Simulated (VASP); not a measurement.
# AgCl (Fm-3m) in VASP: settings compared, part 2 of 2

VASP 6.6.1.

### Step 4. Dielectric tensor, r2SCAN

This run uses another cell than the first one, of 21.33 Å³/atom.

Contents of INCAR:

```
ALGO = Normal ; EDIFF = 1E-8
ENCUT = 520 ; ISIF = 2
ISMEAR = 0 ; LASPH = T
LCALCEPS = T ; LCHARG = F
LMIXTAU = T ; LREAL = F
LWAVE = F ; METAGGA = R2SCAN
NELM = 100 ; PREC = Accurate
SIGMA = 0.01
```

Contents of KPOINTS:

```
k-points
0
Gamma
  6 6 6
```

Contents of POSCAR:

```
AgCl
1.0
    0.0000000000      2.7731725676      2.7731725676
    2.7731725676      0.0000000000      2.7731725676
    2.7731725676      2.7731725676      0.0000000000
Ag Cl
1 1
Direct
    0.0000000000      0.0000000000      0.0000000000
    0.5000000000      0.5000000000      0.5000000000
```

Potentials or basis: VASP PAW PBE potentials, release 64 (Ag, Cl).

The run is started by

```sh
$ cat potpaw_PBE.64/Ag/POTCAR potpaw_PBE.64/Cl/POTCAR > POTCAR
$ mpirun -np 1 vasp_std > vasp.out
```

OUTCAR:

```text
EDIFF = 1E-8
   ENCUT = 520
   ISIF = 2
   ISMEAR = 0
   LASPH = T
   LREAL = F
   METAGGA = R2SCAN
   NELM = 100
   PREC = Accurate

 ion  position               nearest neighbor table
   1  0.000  0.000  0.000-   2 2.77   2 2.77   2 2.77   2 2.77   2 2.77   2 2.77
   2  0.500  0.500  0.500-   1 2.77   1 2.77   1 2.77   1 2.77   1 2.77   1 2.77

  LATTYP: Found a face centered cubic cell.
 ALAT       =     5.5463451352

  Lattice vectors:

 A1 = (   0.0000000000,   2.7731725676,   2.7731725676)
 A2 = (   2.7731725676,   0.0000000000,   2.7731725676)
 A3 = (   2.7731725676,   2.7731725676,   0.0000000000)

Analysis of symmetry for initial positions (statically):
=====================================================================
 Subroutine PRICEL returns:
 Original cell was already a primitive cell.

 Routine SETGRP: Setting up the symmetry group for a
 face centered cubic supercell.

 Subroutine GETGRP returns: Found 48 space group operations
 (whereof 48 operations were pure point group operations)
 out of a pool of 48 trial point group operations.

The static configuration has the point symmetry O_h .

Analysis of symmetry for dynamics (positions and initial velocities):
=====================================================================
 Subroutine PRICEL returns:
 Original cell was already a primitive cell.

 Routine SETGRP: Setting up the symmetry group for a
 face centered cubic supercell.

 Subroutine GETGRP returns: Found 48 space group operations
 (whereof 48 operations were pure point group operations)
 out of a pool of 48 trial point group operations.

[... 526 lines left out ...]
      5       1.1446      2.00000
      6       1.4039      2.00000
      7       1.6753      2.00000
      8       2.2430      2.00000
      9       2.7928      2.00000
     10   10000.0000      0.00000
     11   10000.0000      0.00000
     12   10000.0000      0.00000
     13   10000.0000      0.00000

 [... further k-points ...]

------------------------ aborting loop because EDIFF is reached ----------------------------------------

            Ionic dipole moment: p[ion]=(   -19.41221   -19.41221   -19.41221 ) |e| Angst

 Total electronic dipole moment: p[elc]=(     0.00000     0.00000     0.00821 ) |e| Angst

 MACROSCOPIC STATIC DIELECTRIC TENSOR (including local field effects)
 ------------------------------------------------------
           4.483488     0.000000     0.000000
           0.000000     4.483488     0.000000
           0.000000     0.000000     4.483488
 ------------------------------------------------------

 PIEZOELECTRIC TENSOR (including local field effects) (e Angst)
          XX          YY          ZZ          XY          YZ          ZX
  --------------------------------------------------------------------------------
  x     0.00000     0.00000     0.00000     0.00000     0.00000     0.00000
  y     0.00000     0.00000     0.00000     0.00000     0.00000     0.00000
  z     0.00000     0.00000     0.00000     0.00000     0.00000     0.00000

 PIEZOELECTRIC TENSOR (including local field effects) (C/m^2)
          XX          YY          ZZ          XY          YZ          ZX
  --------------------------------------------------------------------------------
  x     0.00000     0.00000     0.00000     0.00000     0.00000     0.00000
  y     0.00000     0.00000     0.00000     0.00000     0.00000     0.00000
  z     0.00000     0.00000     0.00000     0.00000     0.00000     0.00000

 BORN EFFECTIVE CHARGES (including local field effects) (in |e|, cummulative output)
 ---------------------------------------------------------------------------------
 ion    1
    1     1.39178    -0.00000    -0.00000
    2     0.00000     1.39178    -0.00000
    3    -0.00000     0.00000     1.39178
 ion    2
    1    -1.39178     0.00000     0.00000
    2    -0.00000    -1.39178     0.00000
    3     0.00000    -0.00000    -1.39178

  FORCE on cell =-STRESS in cart. coord.  units (eV):
  Direction    XX          YY          ZZ          XY          YZ          ZX
  --------------------------------------------------------------------------------------
  -------------------------------------------------------------------------------------
  Total       -0.0286979     -0.0286979     -0.0286979      0.0000000     -0.0000000      0.0000000
  in kB       -1.0779532     -1.0779532     -1.0779532      0.0000000     -0.0000000      0.0000000
  external PRESSURE =      -1.0779532 kB  Pullay stress =       0.0000000 kB

 VOLUME and BASIS-vectors are now :
 -----------------------------------------------------------------------------
  energy-cutoff  :      520.00
  volume of cell :       42.65
      direct lattice vectors                 reciprocal lattice vectors
     0.000000000  2.773172568  2.773172568    -0.180298913  0.180298913  0.180298913
     2.773172568  0.000000000  2.773172568     0.180298913 -0.180298913  0.180298913
     2.773172568  2.773172568  0.000000000     0.180298913  0.180298913 -0.180298913

 POSITION                                       TOTAL-FORCE (eV/Angst)
 -----------------------------------------------------------------------------------
      0.00000      0.00000      0.00000         0.000000     -0.000000     -0.000000
      2.77317      2.77317      2.77317        -0.000000      0.000000      0.000000
 -----------------------------------------------------------------------------------
    total drift:                               -0.000000      0.000000      0.000000

  FREE ENERGIE OF THE ION-ELECTRON SYSTEM (eV)
  ---------------------------------------------------
  free  energy   TOTEN  =       -28.6429482300 eV

  energy  without entropy=      -28.6429482300  energy(sigma->0) =      -28.64294823
```

OSZICAR:

```text
N       E                     dE             d eps       ncg     rms          rms(c)
DAV:   1     0.736616293721E+02    0.73662E+02   -0.89466E+03   432   0.128E+03
DAV:   2    -0.292693661493E+02   -0.10293E+03   -0.95052E+02   491   0.256E+02
[... 13 lines left out ...]
DMP:   9    -0.286429481107E+02   -0.94128E-07   -0.96922E-07   884   0.218E-06   0.466E-07
DMP:  10    -0.286429481640E+02   -0.53257E-07   -0.51680E-07   884   0.116E-06   0.245E-07
DMP:  11    -0.286429481946E+02   -0.30642E-07   -0.32011E-07   884   0.675E-07   0.241E-07
DMP:  12    -0.286429482148E+02   -0.20134E-07   -0.17445E-07   884   0.329E-07   0.206E-07
DMP:  13    -0.286429482253E+02   -0.10549E-07   -0.81562E-08   884   0.156E-07   0.917E-08
DMP:  14    -0.286429482300E+02   -0.47053E-08   -0.39398E-08   884   0.818E-08   0.321E-08
   1 F= -.28642948E+02 E0= -.28642948E+02  d E =-.699399E-15
```

stdout:

```text
POSCAR found type information on POSCAR AgCl
 POSCAR found :  2 types and       2 ions
 scaLAPACK will be used
 -----------------------------------------------------------------------------
[... 111 lines left out ...]
 p_tot=( -0.194E+02 -0.194E+02 -0.194E+02 )
dp_tot=(  0.216E-05  0.825E-02  0.221E-05 )  diag[e(oo)]=(    ---    4.49964    ---   )
 p_tot=( -0.194E+02 -0.194E+02 -0.194E+02 )
dp_tot=(  0.215E-05  0.822E-02  0.219E-05 )  diag[e(oo)]=(    ---    4.48887    ---   )
 final diagonalization full
 p_tot=( -0.194E+02 -0.194E+02 -0.194E+02 )
dp_tot=(  0.214E-05  0.821E-02  0.219E-05 )  diag[e(oo)]=(    ---    4.48350    ---   )
 ----------------------------------------------------------------
```

Run time: 23 min. Hardware: 1 thread of Intel Xeon Platinum 8559C (Emerald Rapids), shared host; peak memory 0.31 GiB.

What came out:

* Band gap on the k mesh: 1.42 eV (least direct gap 3.80 eV)
* Electronic dielectric tensor (diagonal): 4.48
* Born charges (mean of the diagonal): Ag +1.39; Cl -1.39 e

Levels at points of the mesh, in eV from the valence-band top:
| k point | band 6 | band 7 | band 8 | band 9 | band 10 | band 11 | band 12 | band 13 |
| --- | --- | --- | --- | --- | --- | --- | --- | --- |
| (0.00, 0.00, 0.00) | -2.43 | -2.43 | -2.38 | -2.38 | 1.42 | 11.34 | 11.34 | 11.34 |
| (0.50, 0.00, 0.00) | -2.07 | -1.75 | 0.00 | 0.00 | 4.71 | 7.16 | 8.27 | 8.27 |
| (0.50, 0.50, 0.00) | -2.20 | -1.95 | -1.95 | -1.84 | 2.93 | 8.35 | 9.24 | 12.34 |

Electronic dielectric tensor:
```
4.48 0.00 0.00
0.00 4.48 0.00
0.00 0.00 4.48
```

Born effective charge tensors (e):
atom 1, Ag
```
1.39 0.00 0.00
0.00 1.39 0.00
0.00 0.00 1.39
```
atom 2, Cl
```
-1.39  0.00  0.00
 0.00 -1.39  0.00
 0.00  0.00 -1.39
```

Dipole moments of the cell (e·Å, modulo the quantum): ionic -19.412, -19.412, -19.412; electronic 0.000, 0.000, 0.008

Caveat: the PAW data sets were made with another functional, which shifts forces and pressure a little. r2SCAN opens gaps a little over a GGA but as a rule still falls short of measured ones.

### Step 5. Summary

```tsv
task	level	cell	gap on the mesh (eV)
vibrations by perturbation theory	PBEsol	a = 3.852 Å, angles 60.0°, 2 atoms	-
dielectric tensor	PBE	a = 3.922 Å, angles 60.0°, 2 atoms	0.91
dielectric tensor	r2SCAN	a = 3.922 Å, angles 60.0°, 2 atoms	1.42
```

Alike in all rows: potentials or basis VASP PAW PBE potentials, release 64 (Ag, Cl); no spin polarisation; k mesh 6 × 6 × 6; cutoff (eV) 520; smearing gaussian 0.01 eV.

Caveats: the PAW data sets were made with another functional, which shifts forces and pressure a little (at least some runs).

Absolute energies hang on the potentials; compare differences alone.
